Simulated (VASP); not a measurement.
Wanted: the native input for a VASP 6.6.1 run.

```
Task                   : single point
Functional             : PBE
Potentials or basis    : VASP PAW PBE potentials, release 64 (Ga_d)
Cutoff                 : 520 eV
k mesh                 : 14 × 14 × 11
Occupations            : fermi-dirac, width 0.03 eV
Spin                   : no spin polarisation
Dipole correction      : no
Further INCAR settings : ALGO = Normal; EDIFF = 1e-06; NBANDS = 20
```

The structure of Ga lies in POSCAR:

```
Ga
1.0
    1.4244900000     -4.1472950000      0.0000000000
    1.4244900000      4.1472950000      0.0000000000
   -0.1209735000      0.0000000000      3.3299300000
Ga
2
Direct
    0.8690000000      0.1310000000      0.2500000000
    0.1310000000      0.8690000000      0.7500000000
```

This cell differs from its parent crystal: equal xx and yy strain of +3 %.

One way to write it, as run:

INCAR

```
SYSTEM = Ga
ALGO = Normal ; EDIFF = 1E-6
ENCUT = 520 ; GGA = PE
ISIF = 2 ; ISMEAR = -1
LASPH = .TRUE. ; LCHARG = .FALSE.
LREAL = .FALSE. ; LWAVE = .FALSE.
NBANDS = 20 ; NELM = 60
PREC = Accurate ; SIGMA = 0.03
```

KPOINTS

```
k-points
0
G
  14 14 11
  0 0 0
```

Potentials or basis: VASP PAW PBE potentials, release 64 (Ga_d).

Launch:

```bash
$ cat potpaw_PBE.64/Ga_d/POTCAR > POTCAR
$ mpirun -np 1 vasp_std > vasp.out
```

Results of the run:

```yaml
Pressure: -1.0 GPa
Largest_force: 0.169 eV/Å
Band_gap_on_the_k_mesh: zero (bands 13 and 14 overlap by 7.97 eV)
```

Caveat: the cell differs from its parent crystal (equal xx and yy strain of +3 %).

Wall time 3.4 min on 1 thread of Intel(R) Xeon(R) Platinum 8559C (Emerald Rapids), on a shared host, peak memory 0.47 GiB.
